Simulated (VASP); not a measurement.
# Cs: single point with RPBE

Cs:

```
CELL_PARAMETERS angstrom
0.00000 4.03125 4.03125
4.03125 0.00000 4.03125
4.03125 4.03125 0.00000
ATOMIC_POSITIONS crystal
Cs 0.00000 0.00000 0.00000
```

```json
{
 "Program": "VASP 6.6.1",
 "Task": "single point",
 "Functional": "RPBE",
 "Potentials or basis": "VASP PAW PBE potentials, release 64 (Cs_sv)",
 "Cutoff": "520 eV",
 "k mesh": "8 × 8 × 8",
 "Occupations": "fermi-dirac, width 0.1 eV",
 "Spin": "no spin polarisation",
 "Dipole correction": "no",
 "Further INCAR settings": "ALGO = Normal; EDIFF = 1e-07; NBANDS = 10"
}
```

The pressure is 0.0 GPa.

Levels at points of the mesh, in eV from the Fermi level:
```tsv
k point	band 1	band 2	band 3	band 4	band 5	band 6	band 7	band 8	band 9	band 10
(0.00, 0.00, 0.00)	-23.97	-10.75	-10.75	-10.75	-1.53	2.41	2.41	2.41	3.38	3.38
(0.50, 0.00, 0.00)	-23.97	-10.83	-10.76	-10.76	0.04	0.63	2.28	2.28	4.06	4.08
(0.50, 0.50, 0.00)	-23.97	-10.83	-10.78	-10.78	0.35	1.12	1.24	3.67	3.67	3.89
```

It took 20 s on 1 thread of AMD EPYC 9R45 (Zen 5) (shared host), peak memory 0.22 GiB.

Caveat: the PAW data sets were made with another functional, which shifts forces and pressure a little; spin-orbit coupling is left out, which moves the levels of the heavy elements.
